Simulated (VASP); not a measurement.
Write the native input for VASP 6.6.1 that does the following.

* Task: relaxation of cell and atoms
* Functional: PBEsol
* Potentials or basis: VASP PAW PBE potentials, release 64 (Sr_sv, O)
* Cutoff: 600 eV
* k mesh: 12 × 12 × 10
* Occupations: gaussian, width 0.05 eV
* Spin: no spin polarisation
* Dipole correction: no
* Further INCAR settings: ALGO = Normal; EDIFF = 1e-07; IBRION = 2; EDIFFG = -0.01; NSW = 80; ISIF = 3

The structure of SrO lies in POSCAR:

```
SrO
1.0
    3.4129457732      0.0000000000      0.0000000000
   -1.7064728866      2.9556977414      0.0000000000
    0.0000000000      0.0000000000      3.3308659833
Sr O
1 1
Direct
    0.0000000000      0.0000000000      0.0000000000
    0.6666666667      0.3333333333      0.5000000000
```

One way to write it, as run:

INCAR

```
PREC = Accurate
ENCUT = 600
EDIFF = 1E-7
ISMEAR = 0
SIGMA = 0.05
LREAL = False
LASPH = True
NELM = 60
ALGO = Normal
ISIF = 3
LWAVE = False
LCHARG = False
GGA = PS
IBRION = 2
NSW = 80
EDIFFG = -0.01
```

KPOINTS

```
regular mesh
0
Gamma
  12 12 10
```

Potentials or basis: VASP PAW PBE potentials, release 64 (Sr_sv, O).

Launch:

```console
$ cat potpaw_PBE.64/Sr_sv/POTCAR potpaw_PBE.64/O/POTCAR > POTCAR
$ mpirun -np 1 vasp_std > vasp.out
```

It gave:

| Property | Result |
| --- | --- |
| Relaxed volume | 16.66 Å³/atom |
| Relaxed cell | a = 3.486 Å, b = 3.486 Å, c = 3.165 Å, α = 90.00°, β = 90.00°, γ = 120.00° |
| Space group after relaxing (to 0.05 Å) | P-6m2 (No. 187) |
| Energy gained by relaxing | 43.8 meV/atom |
| Ionic steps | 5 |
| Pressure after relaxing | 0.0 GPa |
| Band gap on the k mesh | 2.77 eV, direct |

Caveat: the PAW data sets were made with another functional, which shifts forces and pressure a little.

Wall time 3.3 min on 1 thread of Intel Xeon 6975P-C, on a shared host, peak memory 0.22 GiB.
